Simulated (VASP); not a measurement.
A run of VASP 6.6.1 is set up as follows.

INCAR

```
SYSTEM = TaN
ALGO = Normal ; EDIFF = 1E-8
ENCUT = 520 ; GGA = PE
ISIF = 2 ; ISMEAR = -1
LASPH = .TRUE. ; LCHARG = .FALSE.
LEFG = .TRUE. ; LREAL = .FALSE.
LWAVE = .FALSE. ; NBANDS = 24
NELM = 80 ; PREC = Accurate
SIGMA = 0.01
```

KPOINTS

```
k-points
0
G
  9 9 5
  0 0 0
```

Contents of POSCAR:

```
TaN
1.0
    3.1089620182      0.0000000000      0.0000000000
   -1.5544810091      2.6924400871      0.0000000000
    0.0000000000      0.0000000000      4.9180000000
Ta N
2 2
Direct
    0.0000000000      0.0000000000      0.0000000000
    0.0000000000      0.0000000000      0.5000000000
    0.3333333333      0.6666666667      0.2500000000
    0.6666666667      0.3333333333      0.7500000000
```

Potentials or basis: VASP PAW PBE potentials, release 64 (Ta_pv, N).

Launch:

```console
$ cat potpaw_PBE.64/Ta_pv/POTCAR potpaw_PBE.64/N/POTCAR > POTCAR
$ mpirun -np 1 vasp_std > vasp.out
```

Problem. What does it give for the band gap on the k mesh?

Solution. Zero (band 16 reaches 10.22 eV, above the bottom of band 17 at 7.53 eV).

Problem. Predict the pressure.

Solution. 43.4 GPa.

Stress tensor (GPa, compression positive):
```
17.30  0.00  0.00
 0.00 17.30  0.00
 0.00  0.00 95.73
```

Caveat: the cell differs from its parent crystal (equal xx and yy strain of +2 %); without QUAD_EFG the Cq values of the log hold for a quadrupole moment of 1 mb, not for the nuclei; spin-orbit coupling is left out, which moves the levels of the heavy elements.
